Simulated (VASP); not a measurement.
# Bi: relaxation of cell and atoms with LDA

Crystal: Bi.

```
CELL_PARAMETERS angstrom
-1.98143 1.98143 1.98143
1.98143 -1.98143 1.98143
1.98143 1.98143 -1.98143
ATOMIC_POSITIONS crystal
Bi 0.00000 0.00000 0.00000
```

- Program: VASP 6.6.1
- Task: relaxation of cell and atoms
- Functional: LDA
- Potentials or basis: VASP PAW LDA potentials, release 64 (Bi_d)
- Cutoff: 600 eV
- k mesh: 9 × 9 × 9
- Occupations: fermi-dirac, width 0.05 eV
- Spin: no spin polarisation
- Dipole correction: no
- Further INCAR settings: ALGO = Normal; EDIFF = 1e-06; IBRION = 2; EDIFFG = -0.01; NSW = 60; ISIF = 3

```yaml
Relaxed_volume: 29.42 Å³/atom
Relaxed_cell: a = 3.368 Å, b = 3.368 Å, c = 3.368 Å, α = 109.47°, β = 109.47°, γ = 109.47°
Space_group_after_relaxing_to_0.05_Å: Im-3m (No. 229)
Energy_gained_by_relaxing: 17.7 meV/atom
Ionic_steps: 3
Pressure_after_relaxing: 0.0 GPa
```

The path:
| step | energy change (eV) | largest force (eV/Å) | pressure (GPa) | volume (Å³) |
| --- | --- | --- | --- | --- |
| 1 | 0.0000 | 0.0000 | -3.17 | 31.12 |
| 2 | -0.0108 | 0.0000 | 2.26 | 28.42 |
| 3 | -0.0177 | 0.0000 | 0.02 | 29.42 |

Final structure:
```cif
data_structure
_symmetry_space_group_name_H-M 'P 1'
_symmetry_Int_Tables_number 1
_cell_length_a 3.3682
_cell_length_b 3.3682
_cell_length_c 3.3682
_cell_angle_alpha 109.471
_cell_angle_beta 109.471
_cell_angle_gamma 109.471
_cell_volume 29.42
loop_
_atom_site_label
_atom_site_type_symbol
_atom_site_fract_x
_atom_site_fract_y
_atom_site_fract_z
_atom_site_occupancy
Bi1 Bi 0.00000 0.00000 0.00000 1
```

Levels at points of the mesh, in eV from the Fermi level:
| k point | band 3 | band 4 | band 5 | band 6 | band 7 | band 8 | band 9 | band 10 | band 11 |
| --- | --- | --- | --- | --- | --- | --- | --- | --- | --- |
| (0.00, 0.00, 0.00) | -23.11 | -22.96 | -22.96 | -14.03 | 5.37 | 5.37 | 5.37 | 9.89 | 10.43 |

Wall time 15 s on 1 thread of AMD EPYC 9R45 96-Core Processor (Zen 5), on a shared host, peak memory 0.12 GiB.

Caveat: spin-orbit coupling is left out, which moves the levels of the heavy elements.
